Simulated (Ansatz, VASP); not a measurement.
**Two plane-wave programs on Te**

```
CELL_PARAMETERS angstrom
4.45400 0.00000 0.00000
-2.22700 3.85728 0.00000
0.00000 0.00000 5.92400
ATOMIC_POSITIONS crystal
Te 0.73100 0.73100 0.00000
Te 0.00000 0.26900 0.66667
Te 0.26900 0.00000 0.33333
```

Alike in both runs: task relaxation of cell and atoms; functional PBE; dispersion D4; k mesh 7 × 7 × 5; occupations fermi-dirac, width 0.05 eV; no spin polarisation.

```csv
,VASP,Ansatz
version,VASP 6.6.1,Ansatz 0.2.0
potentials or method,"VASP PAW PBE potentials, release 64 (Te)",Ansatz PAW
plane-wave cutoff (eV),600,420
valence electrons in the cell,18,48
```

```csv
,VASP,Ansatz,Ansatz less VASP
"gap on the k mesh at the Fermi level, each at its own relaxed structure (eV)",0.49,0.49,+0.003
relaxed volume (Å³/atom),32.07,32.09,+0.017
relaxed length of the cell vector where the two differ most in proportion (Å),4.315,4.317,+0.0015
```

VASP's potentials hold 18 valence electrons a cell and Ansatz's 48, so a difference there can come from the potentials and not from the codes.

Neither program's run includes spin-orbit coupling. Noted on Ansatz's run: odd divisions of the mesh miss points on the zone boundary, where band edges often lie, so the gap on the mesh can be too wide; the plane-wave basis is chosen anew once the cell has moved, so the energies of steps on either side of that aren't comparable.
